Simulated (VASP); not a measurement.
# Cd in VASP: a series of runs

The runs below take Cd through single point, with PBE.

Everything below comes from runs of VASP 6.6.1. Logs are shortened: lines on timing, memory, paths and dates and some standing lists are left out, and cuts for length are marked.

## 1. The cell of the first run

The cell holds a slab with vacuum, 3 atoms: a = 3.604 Å, b = 3.604 Å, c = 19.604 Å, α = 90.00°, β = 90.00°, γ = 90.00°.

## 2. Single point, PBE

File INCAR:

```
ALGO = Normal
DIPOL = 0.5 0.5 0.500
EDIFF = 1E-6
ENCUT = 520
GGA = PE
IDIPOL = 3
ISIF = 2
ISMEAR = -1
LASPH = T
LCHARG = F
LDIPOL = T
LREAL = F
LWAVE = F
NBANDS = 25
NELM = 80
PREC = Accurate
SIGMA = 0.05
```

File KPOINTS:

```
k-points
0
Gamma
  10 10 1
```

File POSCAR:

```
Cd
1.0
    3.6039047669      0.0000000000      0.0000000000
    0.0000000000      3.6039047669      0.0000000000
    0.0000000000      0.0000000000     19.6039000000
Cd
3
Direct
    0.0000000000      0.0000000000      0.4080819437
    0.5000000000      0.5000000000      0.5000000000
    0.0000000000      0.0000000000      0.5919180563
```

Potentials or basis: VASP PAW PBE potentials, release 64 (Cd).

Launch:

```console
$ cat potpaw_PBE.64/Cd/POTCAR > POTCAR
$ mpirun -np 1 vasp_std > vasp.out
```

OUTCAR:

```text
EDIFF = 1E-6
   ENCUT = 520
   GGA = PE
   ISIF = 2
   ISMEAR = -1
   LASPH = T
   LREAL = F
   NELM = 80
   PREC = Accurate

 ion  position               nearest neighbor table
   1  0.000  0.000  0.408-   2 3.12   2 3.12   2 3.12   2 3.12   3 3.60
   2  0.500  0.500  0.500-   1 3.12   3 3.12   1 3.12   3 3.12   1 3.12   3 3.12   1 3.12   3 3.12

   3  0.000  0.000  0.592-   2 3.12   2 3.12   2 3.12   2 3.12   1 3.60

  LATTYP: Found a simple tetragonal cell.
 ALAT       =     3.6039047669
 C/A-ratio  =     5.4396276450

  Lattice vectors:

 A1 = (   3.6039047669,   0.0000000000,   0.0000000000)
 A2 = (   0.0000000000,   3.6039047669,   0.0000000000)
 A3 = (   0.0000000000,   0.0000000000,  19.6039000000)

Analysis of symmetry for initial positions (statically):
=====================================================================
 Subroutine PRICEL returns:
 Original cell was already a primitive cell.

 Routine SETGRP: Setting up the symmetry group for a
 simple tetragonal supercell.

 Subroutine GETGRP returns: Found 16 space group operations
 (whereof 16 operations were pure point group operations)
 out of a pool of 16 trial point group operations.

The static configuration has the point symmetry D_4h.

Analysis of symmetry for dynamics (positions and initial velocities):
=====================================================================
 Subroutine PRICEL returns:
 Original cell was already a primitive cell.

 Routine SETGRP: Setting up the symmetry group for a
 simple tetragonal supercell.

 Subroutine GETGRP returns: Found 16 space group operations
 (whereof 16 operations were pure point group operations)
 out of a pool of 16 trial point group operations.

The dynamic configuration has the point symmetry D_4h.

 Subroutine INISYM returns: Found 16 space group operations
 (whereof 16 operations are pure point group operations),
 and found     1 'primitive' translations

----------------------------------------------------------------------------------------

                                     Primitive cell

  volume of cell :     254.6180

  direct lattice vectors                    reciprocal lattice vectors
     3.603904767  0.000000000  0.000000000     0.277476810  0.000000000  0.000000000
     0.000000000  3.603904767  0.000000000     0.000000000  0.277476810  0.000000000
     0.000000000  0.000000000 19.603900000     0.000000000  0.000000000  0.051010258

  length of vectors
     3.603904767  3.603904767 19.603900000     0.277476810  0.277476810  0.051010258

  position of ions in fractional coordinates (direct lattice)
     0.000000000  0.000000000  0.408081944
     0.500000000  0.500000000  0.500000000
     0.000000000  0.000000000  0.591918056

  ion indices of the primitive-cell ions
   primitive index   ion index
                 1           1
                 2           2
                 3           3

----------------------------------------------------------------------------------------

 KPOINTS: k-points

Automatic generation of k-mesh.
 Grid dimensions read from file:
 generate k-points for:   10   10    1

 Generating k-lattice:

  Cartesian coordinates                     Fractional coordinates (reciprocal lattice)
     0.027747681  0.000000000  0.000000000     0.100000000  0.000000000  0.000000000
     0.000000000  0.027747681  0.000000000     0.000000000  0.100000000  0.000000000
     0.000000000  0.000000000  0.051010258     0.000000000  0.000000000  1.000000000

  Length of vectors
     0.027747681  0.027747681  0.051010258

  Shift w.r.t. Gamma in fractional coordinates (k-lattice)
     0.000000000  0.000000000  0.000000000

 Subroutine IBZKPT returns following result:
 ===========================================

 Found     21 irreducible k-points:

 Following reciprocal coordinates:
            Coordinates               Weight
  0.000000  0.000000  0.000000      1.000000
  0.100000  0.000000  0.000000      4.000000
  0.200000  0.000000  0.000000      4.000000
  0.300000  0.000000  0.000000      4.000000
  0.400000  0.000000  0.000000      4.000000
  0.500000  0.000000  0.000000      2.000000
[... 13 lines left out ...]
  0.500000  0.400000  0.000000      4.000000
  0.500000  0.500000  0.000000      1.000000
   k-points           NKPTS =     21   k-points in BZ     NKDIM =     21   number of bands    NBANDS=     25
   number of dos      NEDOS =    301   number of ions     NIONS =      3
   total plane-waves  NPLWV = 117600
   dimension x,y,z NGX =    28 NGY =   28 NGZ =  150
   dimension x,y,z NGXF=    56 NGYF=   56 NGZF=  300
   ions per type =               3
   NGX,Y,Z   is equivalent  to a cutoff of  12.92, 12.92, 12.72 a.u.
   NGXF,Y,Z  is equivalent  to a cutoff of  25.83, 25.83, 25.44 a.u.
 SYSTEM =  unknown system
   PREC   = accura    normal or accurate (medium, high low for compatibility)
   ISTART =      0    job   : 0-new  1-cont  2-samecut
   ICHARG =      2    charge: 1-file 2-atom 10-const
   ISPIN  =      1    spin polarized calculation?
   LNONCOLLINEAR =      F non collinear calculations
   LSORBIT =      F    spin-orbit coupling
   LASPH  =      T    aspherical Exc in radial PAW
   ENCUT  =  520.0 eV  38.22 Ry    6.18 a.u.   6.70  6.70 36.45*2*pi/ulx,y,z
   NELM   =     80;   NELMIN=  2; NELMDL= -5     # of ELM steps
   EDIFF  = 0.1E-05   stopping-criterion for ELM
   LREAL  =      F    real-space projection
   EDIFFG = 0.1E-04   stopping-criterion for IOM
   NSW    =      0    number of steps for IOM
   IBRION =     -1    ionic relax: 0-MD 1-quasi-New 2-CG
   NFREE  =      0    steps in history (QN), initial steepest desc. (CG)
   ISIF   =      2    stress and relaxation
   ISYM   =      2    0-nonsym 1-usesym 2-fastsym
   POTIM  = 0.5000    time-step for ionic-motion
   TEBEG  =    0.0;   TEEND  =   0.0 temperature during run
   PSTRESS=    0.0 pullay stress
   NELECT =      36.0000    total number of electrons
   NUPDOWN=      -1.0000    fix difference up-down
   EMIN   =  10.00;   EMAX   =-10.00  energy-range for DOS
   EFERMI =   0.00;   METHOD = LEGACY
   ISMEAR =    -1;   SIGMA  =   0.05  broadening in eV -4-tet -1-fermi 0-gaus
   EFERMI_NEDOS =   21; number of points for ismear=-14 and -15
   IALGO  =     38    algorithm
   IMIX   =      4    mixing-type and parameters
     AMIX     =   0.40;   BMIX     =  1.00
     AMIX_MAG =   1.60;   BMIX_MAG =  1.00
  volume/ion in A,a.u.               =      84.87       572.75
  Fermi-wavevector in a.u.,A,eV,Ry     =   0.852863  1.611677  9.896543  0.727375
  Thomas-Fermi vector in A             =   1.969217
   LORBIT       =      0    0 simple, 1 ext, 2 COOP (PROOUT), +10 PAW based schemes
   GGA     = PE    functional components
   LHFCALC =     F    Hartree Fock is set to
   AEXX    =    0.0000 exact exchange contribution
   IVDW    =     0    specifies the selected vdW correction
   LEPSILON=     F    determine dielectric tensor
   LRPA    =     F    only Hartree local field effects (RPA)
 non-spin polarized calculation
  energy-cutoff  :      520.00
  volume of cell :      254.62
 maximum number of plane-waves:      6888
 NGX is ok and might be reduce to    28
   NGX = 13   NGY = 13   NGZ = 73

 dipolmoment           0.000000      0.000000     -0.000000 electrons x Angstroem

 number of electron      35.9999983 magnetization

 dipolmoment           0.000000      0.000000      0.000000 electrons x Angstroem

 Free energy of the ion-electron system (eV)
  ---------------------------------------------------
  ext. energy  EPLUGINS =         0.00000000
  ---------------------------------------------------
  free energy    TOTEN  =        -1.31540544 eV

  energy without entropy =       -1.30279655  energy(sigma->0) =       -1.30910100

 E-fermi :  -2.2967     XC(G=0):  -3.8389

 val. band max:       -2.3115394773   @ k =   0.5000   0.5000   0.0000
 cond. band min:      -2.2958136407   @ k =   0.5000   0.2000   0.0000
 fundamental gap:      0.0157258366
 Fermi energy:        -2.2967459033

 k-point     1 :       0.0000    0.0000    0.0000
  band No.  band energies     occupation
      1     -11.3549      2.00000
      2     -11.2745      2.00000
      3     -11.0241      2.00000
      4     -11.0241      2.00000
      5     -10.9638      2.00000
      6     -10.8949      2.00000
[... 17 lines left out ...]
     24       2.5777      0.00000
     25       4.4644      0.00000

 k-point     2 :       0.1000    0.0000    0.0000
  band No.  band energies     occupation
      1     -11.3311      2.00000
      2     -11.2478      2.00000
      3     -11.0562      2.00000
      4     -11.0336      2.00000
      5     -10.9990      2.00000
      6     -10.8571      2.00000
[... 17 lines left out ...]
     24       2.7221      0.00000
     25       3.8844      0.00000

 k-point     3 :       0.2000    0.0000    0.0000
  band No.  band energies     occupation
      1     -11.2912      2.00000
      2     -11.1537      2.00000
      3     -11.1172      2.00000
      4     -11.0721      2.00000
      5     -11.0616      2.00000
      6     -10.8124      2.00000
[... 17 lines left out ...]
     24       3.0603      0.00000
     25       3.1203      0.00000

 k-point     4 :       0.3000    0.0000    0.0000
  band No.  band energies     occupation
      1     -11.2663      2.00000
      2     -11.1763      2.00000
      3     -11.1437      2.00000
      4     -11.1007      2.00000
      5     -11.0114      2.00000
      6     -10.8514      2.00000
[... 17 lines left out ...]
     24       3.2750      0.00000
     25       3.6254      0.00000
[... 393 lines left out ...]
 k-point    19 :       0.4000    0.4000    0.0000
  band No.  band energies     occupation
      1     -11.3007      2.00000
      2     -11.2673      2.00000
      3     -11.2588      2.00000
      4     -11.0557      2.00000
      5     -10.8845      2.00000
      6     -10.8498      2.00000
[... 17 lines left out ...]
     24       3.1472      0.00000
     25       3.5527      0.00000

 k-point    20 :       0.5000    0.4000    0.0000
  band No.  band energies     occupation
      1     -11.3091      2.00000
      2     -11.2756      2.00000
      3     -11.2724      2.00000
      4     -11.0756      2.00000
      5     -10.8898      2.00000
      6     -10.8329      2.00000
[... 17 lines left out ...]
     24       2.4292      0.00000
     25       3.0128      0.00000

 k-point    21 :       0.5000    0.5000    0.0000
  band No.  band energies     occupation
      1     -11.3171      2.00000
      2     -11.2843      2.00000
      3     -11.2843      2.00000
      4     -11.0985      2.00000
      5     -10.8571      2.00000
      6     -10.8508      2.00000
[... 17 lines left out ...]
     24       1.7233      0.00000
     25       3.4575      0.00000

------------------------ aborting loop because EDIFF is reached ----------------------------------------

 vacuum level on the upper side and lower side of the slab       (xc-potential included)        -0.010        -0.010

  FORCE on cell =-STRESS in cart. coord.  units (eV):
  Direction    XX          YY          ZZ          XY          YZ          ZX
  --------------------------------------------------------------------------------------
  -------------------------------------------------------------------------------------
  Total       -0.8761495     -0.8761495      0.1493986      0.0000000      0.0000000      0.0000000
  in kB       -5.5131488     -5.5131488      0.9400869      0.0000000      0.0000000      0.0000000
  external PRESSURE =      -3.3620702 kB  Pullay stress =       0.0000000 kB

 VOLUME and BASIS-vectors are now :
 -----------------------------------------------------------------------------
  energy-cutoff  :      520.00
  volume of cell :      254.62
      direct lattice vectors                 reciprocal lattice vectors
     3.603904767  0.000000000  0.000000000     0.277476810  0.000000000  0.000000000
     0.000000000  3.603904767  0.000000000     0.000000000  0.277476810  0.000000000
     0.000000000  0.000000000 19.603900000     0.000000000  0.000000000  0.051010258

 POSITION                                       TOTAL-FORCE (eV/Angst)
 -----------------------------------------------------------------------------------
      0.00000      0.00000      8.00000         0.000000      0.000000     -0.042131
      1.80195      1.80195      9.80195         0.000000      0.000000      0.000000
      0.00000      0.00000     11.60390        -0.000000      0.000000      0.042131
 -----------------------------------------------------------------------------------
    total drift:                                0.000000      0.000000      0.000000

  FREE ENERGIE OF THE ION-ELECTRON SYSTEM (eV)
  ---------------------------------------------------
  free  energy   TOTEN  =        -1.3154054414 eV

  energy  without entropy=       -1.3027965508  energy(sigma->0) =       -1.30910100

 vacuum level on the upper side and lower side of the slab         1.757         1.757
```

It took 5.3 min on 1 thread of AMD EPYC 7R43 (Zen 3), shared host; peak memory 0.3 GiB.

Results:

```yaml
Free_energy: -1.3154 eV
Largest_force: 0.042 eV/Å
Band_gap_on_the_k_mesh: zero (band 18 reaches -1.92 eV, above the bottom of band 19 at -2.95 eV)
```

Forces on the atoms (eV/Å):
```
Cd   0.000  0.000 -0.042
Cd   0.000  0.000  0.000
Cd   0.000  0.000  0.042
```

Levels at points of the mesh, in eV from the Fermi level:
```csv
k point,band 16,band 17,band 18,band 19,band 20,band 21
"(0.00, 0.00, 0.00)",-7.04,-4.27,-0.90,1.78,3.69,4.40
"(0.50, 0.00, 0.00)",-3.87,-3.39,-1.31,-0.65,1.34,3.47
"(0.50, 0.50, 0.00)",-0.49,-0.49,-0.30,-0.01,0.80,2.34
```

(Part 1 of 2 ends here.)
